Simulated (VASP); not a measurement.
# Al18H in VASP: relaxation of the atoms with PBEsol

Aim: the relaxation of the atoms of Al18H with PBEsol.

Everything below comes from runs of VASP 6.6.1. Logs are shortened: lines on timing, memory, paths and dates and some standing lists are left out, and cuts for length are marked.

**1. The cell of the first run**

The cell holds a slab with vacuum, 19 atoms: a = 5.728 Å, b = 8.591 Å, c = 16.677 Å, α = 90.00°, β = 90.00°, γ = 60.00°.

**2. Relaxation of the atoms, PBEsol**

Input file INCAR:

```
SYSTEM = Al18H
  ALGO = Normal
  EDIFF = 1E-6
  EDIFFG = -0.03
  ENCUT = 520
  GGA = PS
  IBRION = 2
  ISIF = 2
  ISMEAR = 0
  KPAR = 4
  LASPH = .True.
  LCHARG = .False.
  LREAL = Auto
  LWAVE = .False.
  NELM = 60
  NSW = 80
  PREC = Accurate
  SIGMA = 0.1
```

Input file KPOINTS:

```
k-points
0
Gamma
  4 3 1
  0 0 0
```

Input file POSCAR:

```
Al18H
1.0
    5.7275650000      0.0000000000      0.0000000000
    4.2956740000      7.4403250000      0.0000000000
    0.0000000000      0.0000000000     16.6765370000
Al H
18 1
Selective dynamics
Direct
    0.1666667000      0.1111111000      0.0599645000  F F F
    0.6666667000      0.1111111000      0.0599645000  F F F
    0.1666667000      0.4444444000      0.0599645000  F F F
    0.6666667000      0.4444444000      0.0599645000  F F F
    0.1666667000      0.7777778000      0.0599645000  F F F
    0.6666667000      0.7777778000      0.0599645000  F F F
   -0.1666667000      0.2222222000      0.2001776000  T T T
    0.3333333000      0.2222222000      0.2001776000  T T T
   -0.1666667000      0.5555556000      0.2001776000  T T T
    0.3333333000      0.5555556000      0.2001776000  T T T
   -0.1666667000      0.8888889000      0.2001776000  T T T
    0.3333333000      0.8888889000      0.2001776000  T T T
    0.0000000000      0.0000000000      0.3403906000  T T T
    0.5000000000      0.0000000000      0.3403906000  T T T
    0.0000000000      0.3333333000      0.3403906000  T T T
    0.5000000000      0.3333333000      0.3403906000  T T T
    0.0000000000      0.6666667000      0.3403906000  T T T
    0.5000000000      0.6666667000      0.3403906000  T T T
    0.7321676000      0.6837262000      0.3811665000  T T T
```

Potentials or basis: VASP PAW PBE potentials, release 64 (Al, H).

On the command line:

```sh
cat potpaw_PBE.64/Al/POTCAR potpaw_PBE.64/H/POTCAR > POTCAR
mpirun -np 4 vasp_std > vasp.out
```

OUTCAR:

```text
SYSTEM = Al18H
   EDIFF = 1E-6
   EDIFFG = -0.03
   ENCUT = 520
   GGA = PS
   IBRION = 2
   ISIF = 2
   ISMEAR = 0
   LASPH = .True.
   LREAL = Auto
   NELM = 60
   NSW = 80
   PREC = Accurate

 ion  position               nearest neighbor table
   1  0.167  0.111  0.060-   3 2.86   5 2.86   6 2.86   4 2.86   2 2.86   2 2.86   8 2.86  12 2.86
                             7 2.86
   2  0.667  0.111  0.060-   4 2.86   6 2.86   5 2.86   3 2.86   1 2.86   1 2.86   7 2.86  11 2.86
                             8 2.86
   3  0.167  0.444  0.060-   1 2.86   2 2.86   4 2.86   4 2.86   8 2.86   6 2.86   9 2.86  10 2.86
                             5 2.86
   4  0.667  0.444  0.060-   2 2.86   1 2.86   3 2.86   3 2.86   7 2.86   5 2.86  10 2.86   9 2.86
                             6 2.86
   5  0.167  0.778  0.060-   1 2.86   2 2.86   6 2.86   6 2.86  12 2.86  10 2.86   4 2.86  11 2.86
                             3 2.86
   6  0.667  0.778  0.060-   2 2.86   1 2.86   5 2.86   5 2.86  11 2.86   9 2.86   3 2.86  12 2.86
                             4 2.86
   7  0.833  0.222  0.200-  13 2.86  16 2.86  15 2.86  11 2.86  12 2.86   8 2.86   8 2.86   2 2.86
                             4 2.86  10 2.86   1 2.86   9 2.86
   8  0.333  0.222  0.200-  14 2.86  15 2.86  16 2.86  12 2.86  11 2.86   7 2.86   7 2.86   1 2.86
                             3 2.86   9 2.86   2 2.86  10 2.86
   9  0.833  0.556  0.200-  18 2.86  17 2.86  15 2.86  11 2.86  12 2.86  10 2.86  10 2.86   6 2.86
[... 4 lines left out ...]
                            12 2.86   6 2.86   2 2.86   5 2.86
  12  0.333  0.889  0.200-  18 2.86  13 2.86  14 2.86  10 2.86   8 2.86   9 2.86   7 2.86  11 2.86
                            11 2.86   5 2.86   1 2.86   6 2.86
  13  0.000  0.000  0.340-   7 2.86  12 2.86  11 2.86  15 2.86  17 2.86  18 2.86  16 2.86  14 2.86
                            14 2.86
  14  0.500  0.000  0.340-   8 2.86  11 2.86  12 2.86  16 2.86  18 2.86  17 2.86  15 2.86  13 2.86
                            13 2.86
  15  0.000  0.333  0.340-   8 2.86   7 2.86   9 2.86  13 2.86  14 2.86  16 2.86  16 2.86  18 2.86
                            17 2.86
  16  0.500  0.333  0.340-   7 2.86   8 2.86  10 2.86  14 2.86  13 2.86  15 2.86  15 2.86  17 2.86
                            18 2.86
  17  0.000  0.667  0.340-  19 1.62  11 2.86  10 2.86   9 2.86  13 2.86  14 2.86  18 2.86  18 2.86
                            16 2.86  15 2.86
  18  0.500  0.667  0.340-  19 1.56  12 2.86   9 2.86  10 2.86  14 2.86  13 2.86  17 2.86  17 2.86
                            15 2.86  16 2.86
  19  0.732  0.684  0.381-  18 1.56  17 1.62

  LATTYP: Found a simple monoclinic cell.
 ALAT       =     5.7275650000
 B/A-ratio  =     2.9116277161
 C/A-ratio  =     1.3228756151
 COS(beta)  =    -0.1889822093

  Lattice vectors:

 A1 = (   5.7275650000,   0.0000000000,   0.0000000000)
 A2 = (   0.0000000000,   0.0000000000, -16.6765370000)
 A3 = (  -1.4318910000,   7.4403250000,   0.0000000000)

Analysis of symmetry for initial positions (statically):
=====================================================================
 Subroutine PRICEL returns:
 Original cell was already a primitive cell.

 Routine SETGRP: Setting up the symmetry group for a
 simple monoclinic supercell.

 Subroutine GETGRP returns: Found  1 space group operations
 (whereof  1 operations were pure point group operations)
 out of a pool of  4 trial point group operations.

The static configuration has the point symmetry C_1 .

Analysis of symmetry for dynamics (positions and initial velocities):
=====================================================================
 Subroutine PRICEL returns:
 Original cell was already a primitive cell.

 Routine SETGRP: Setting up the symmetry group for a
 simple monoclinic supercell.

 Subroutine GETGRP returns: Found  1 space group operations
 (whereof  1 operations were pure point group operations)
 out of a pool of  4 trial point group operations.

The dynamic configuration has the point symmetry C_1 .

Analysis of constrained symmetry for selective dynamics:
=====================================================================
 Subroutine PRICEL returns:
 Original cell was already a primitive cell.

 Routine SETGRP: Setting up the symmetry group for a
 simple monoclinic supercell.

 Subroutine GETGRP returns: Found  1 space group operations
 (whereof  1 operations were pure point group operations)
 out of a pool of  4 trial point group operations.

The constrained configuration has the point symmetry C_1 .

 Subroutine INISYM returns: Found  1 space group operations
 (whereof  1 operations are pure point group operations),
 and found     1 'primitive' translations

[... 60 lines left out ...]

Automatic generation of k-mesh.
 Grid dimensions read from file:
 generate k-points for:    4    3    1

 Generating k-lattice:

  Cartesian coordinates                     Fractional coordinates (reciprocal lattice)
     0.043648566 -0.025200514  0.000000000     0.250000000  0.000000000  0.000000000
     0.000000000  0.044800910  0.000000000     0.000000000  0.333333333  0.000000000
     0.000000000  0.000000000  0.059964488     0.000000000  0.000000000  1.000000000

  Length of vectors
     0.050401024  0.044800910  0.059964488

  Shift w.r.t. Gamma in fractional coordinates (k-lattice)
     0.000000000  0.000000000  0.000000000

 Subroutine IBZKPT returns following result:
 ===========================================

 Found      7 irreducible k-points:

 Following reciprocal coordinates:
            Coordinates               Weight
  0.000000  0.000000  0.000000      1.000000
  0.250000  0.000000  0.000000      2.000000
  0.500000  0.000000  0.000000      1.000000
  0.000000  0.333333  0.000000      2.000000
  0.250000  0.333333  0.000000      2.000000
  0.500000  0.333333  0.000000      2.000000
 -0.250000  0.333333  0.000000      2.000000
   k-points           NKPTS =      7   k-points in BZ     NKDIM =      7   number of bands    NBANDS=     37
   number of dos      NEDOS =    301   number of ions     NIONS =     19
   total plane-waves  NPLWV = 387072
   dimension x,y,z NGX =    48 NGY =   64 NGZ =  126
   dimension x,y,z NGXF=    96 NGYF=  128 NGZF=  252
   ions per type =              18   1
   NGX,Y,Z   is equivalent  to a cutoff of  13.93, 12.38, 12.56 a.u.
   NGXF,Y,Z  is equivalent  to a cutoff of  27.86, 24.77, 25.12 a.u.
 SYSTEM =  Al18H
   PREC   = accura    normal or accurate (medium, high low for compatibility)
   ISTART =      0    job   : 0-new  1-cont  2-samecut
   ICHARG =      2    charge: 1-file 2-atom 10-const
   ISPIN  =      1    spin polarized calculation?
   LNONCOLLINEAR =      F non collinear calculations
   LSORBIT =      F    spin-orbit coupling
   LASPH  =      T    aspherical Exc in radial PAW
   ENCUT  =  520.0 eV  38.22 Ry    6.18 a.u.  10.65 15.97 31.01*2*pi/ulx,y,z
   NELM   =     60;   NELMIN=  2; NELMDL= -5     # of ELM steps
   EDIFF  = 0.1E-05   stopping-criterion for ELM
   LREAL  =      T    real-space projection
   EDIFFG = -.3E-01   stopping-criterion for IOM
   NSW    =     80    number of steps for IOM
   IBRION =      2    ionic relax: 0-MD 1-quasi-New 2-CG
   NFREE  =      1    steps in history (QN), initial steepest desc. (CG)
   ISIF   =      2    stress and relaxation
   ISYM   =      2    0-nonsym 1-usesym 2-fastsym
   POTIM  = 0.5000    time-step for ionic-motion
   TEBEG  =    0.0;   TEEND  =   0.0 temperature during run
   PSTRESS=    0.0 pullay stress
   NELECT =      55.0000    total number of electrons
   NUPDOWN=      -1.0000    fix difference up-down
   EMIN   =  10.00;   EMAX   =-10.00  energy-range for DOS
   EFERMI =   0.00;   METHOD = LEGACY
   ISMEAR =     0;   SIGMA  =   0.10  broadening in eV -4-tet -1-fermi 0-gaus
   EFERMI_NEDOS =   21; number of points for ismear=-14 and -15
   IALGO  =     38    algorithm
   IMIX   =      4    mixing-type and parameters
     AMIX     =   0.40;   BMIX     =  1.00
     AMIX_MAG =   1.60;   BMIX_MAG =  1.00
  volume/ion in A,a.u.               =      37.40       252.41
  Fermi-wavevector in a.u.,A,eV,Ry     =   0.697654  1.318374  6.622234  0.486720
  Thomas-Fermi vector in A             =   1.781040
   LORBIT       =      0    0 simple, 1 ext, 2 COOP (PROOUT), +10 PAW based schemes
   GGA     = PS    functional components
   LHFCALC =     F    Hartree Fock is set to
   AEXX    =    0.0000 exact exchange contribution
   IVDW    =     0    specifies the selected vdW correction
   LEPSILON=     F    determine dielectric tensor
   LRPA    =     F    only Hartree local field effects (RPA)
 conjugate gradient relaxation of ions
 non-spin polarized calculation
 Gauss-broadening in eV      SIGMA  =   0.10
  energy-cutoff  :      520.00
  volume of cell :      710.67
 maximum number of plane-waves:     19172
 NGX is ok and might be reduce to    48
   NGX = 21   NGY = 31   NGZ = 63

--------------------------------------- Ionic step        1  -------------------------------------------

 number of electron      55.0000000 magnetization

 Free energy of the ion-electron system (eV)
  ---------------------------------------------------
  ext. energy  EPLUGINS =         0.00000000
  ---------------------------------------------------
  free energy    TOTEN  =       -71.21805765 eV

  energy without entropy =      -71.17167277  energy(sigma->0) =      -71.19486521

------------------------ aborting loop because EDIFF is reached ----------------------------------------

  FORCE on cell =-STRESS in cart. coord.  units (eV):
  Direction    XX          YY          ZZ          XY          YZ          ZX
  --------------------------------------------------------------------------------------
  -------------------------------------------------------------------------------------
  Total       -5.6206540     -7.1283061     -3.1664551      1.5673707      0.7658693      0.0205582
  in kB      -12.6715467    -16.0704899     -7.1386505      3.5335765      1.7266227      0.0463477
  external PRESSURE =     -11.9602290 kB  Pullay stress =       0.0000000 kB
[... 140 lines left out ...]
  FREE ENERGIE OF THE ION-ELECTRON SYSTEM (eV)
  ---------------------------------------------------
  free  energy   TOTEN  =       -71.5764116230 eV

  energy  without entropy=      -71.5363559364  energy(sigma->0) =      -71.55638378

[... ionic steps 4 to 24 ...]

--------------------------------------- Ionic step       25  -------------------------------------------

 number of electron      55.0000000 magnetization

------------------------ aborting loop because EDIFF is reached ----------------------------------------
[... 101 lines left out ...]
--------------------------------------- Ionic step       27  -------------------------------------------

 number of electron      55.0000000 magnetization

 Free energy of the ion-electron system (eV)
  ---------------------------------------------------
  ext. energy  EPLUGINS =         0.00000000
  ---------------------------------------------------
  free energy    TOTEN  =       -71.76937831 eV

  energy without entropy =      -71.72994092  energy(sigma->0) =      -71.74965962

 E-fermi :   1.1118     XC(G=0):  -5.3249

 val. band max:        1.0967109108   @ k =  -0.2500   0.3333   0.0000
 cond. band min:       1.1703906371   @ k =   0.2500   0.3333   0.0000
 fundamental gap:      0.0736797263
 Fermi energy:         1.1117703653

 k-point     1 :       0.0000    0.0000    0.0000
  band No.  band energies     occupation
      1      -9.5665      2.00000
      2      -8.0035      2.00000
      3      -6.9813      2.00000
      4      -6.8901      2.00000
      5      -5.9046      2.00000
      6      -5.1969      2.00000
[... 315 lines left out ...]
  FREE ENERGIE OF THE ION-ELECTRON SYSTEM (eV)
  ---------------------------------------------------
  free  energy   TOTEN  =       -71.7693783147 eV

  energy  without entropy=      -71.7299409215  energy(sigma->0) =      -71.74965962

 reached required accuracy - stopping structural energy minimisation
```

It took 29 min on 4 MPI ranks of Intel Xeon Platinum 8375C at 2.90GHz (Ice Lake), shared host; peak memory 0.92 GiB.

Results:

* Free energy: -71.7694 eV
* Energy gained by relaxing: 29.0 meV/atom
* Ionic steps: 27
* Band gap on the k mesh: zero (an odd number of electrons rules out a gap without spin polarisation)

The path:
```csv
step,energy change (eV),largest force on free atoms (eV/Å),pressure (GPa)
1,0.0000,2.2358,-1.20
2,-0.3322,0.6443,-1.31
3,-0.3584,0.4034,-1.31
4,-0.3584,0.3955,-1.31
5,-0.3869,0.3231,-1.30
6,-0.4353,0.2024,-1.27
7,-0.4388,0.1997,-1.25
8,-0.4542,0.1714,-1.23
9,-0.4684,0.1661,-1.19
10,-0.4765,0.1514,-1.16
11,-0.4802,0.1362,-1.13
12,-0.4878,0.1332,-1.11
13,-0.4982,0.1362,-1.06
14,-0.4993,0.1659,-1.04
15,-0.5032,0.1616,-1.03
16,-0.5137,0.1529,-1.01
17,-0.5237,0.1674,-0.96
18,-0.5332,0.1083,-0.97
19,-0.5371,0.0981,-0.97
20,-0.5421,0.0813,-0.98
21,-0.5458,0.0817,-1.01
22,-0.5487,0.0343,-1.03
23,-0.5489,0.0482,-1.04
24,-0.5502,0.0349,-1.05
25,-0.5506,0.0400,-1.07
26,-0.5507,0.0393,-1.06
27,-0.5513,0.0174,-1.07
```

Final structure:
```
Al H
1.0
     5.72757    0.00000    0.00000
     4.29567    7.44032    0.00000
     0.00000    0.00000   16.67654
Al H
18 1
Direct
  0.16667 0.11111 0.05996
  0.66667 0.11111 0.05996
  0.16667 0.44444 0.05996
  0.66667 0.44444 0.05996
  0.16667 0.77778 0.05996
  0.66667 0.77778 0.05996
  0.83427 0.21887 0.19781
  0.33050 0.22357 0.19683
  0.83143 0.55519 0.19813
  0.33511 0.54897 0.19520
  0.83179 0.88787 0.19864
  0.33525 0.88558 0.19841
  0.99688 0.99820 0.33528
  0.48499 0.01063 0.33412
  0.99269 0.33520 0.33514
  0.49811 0.33021 0.33510
  0.01312 0.65872 0.33269
  0.49157 0.65848 0.33288
  0.66496 0.77358 0.38055
```

Caveat: there is no dipole correction, which matters where the two faces differ; the PAW data sets were made with another functional, which shifts forces and pressure a little.

The gap in the log of VASP goes by the Fermi energy; the results here count the filled bands.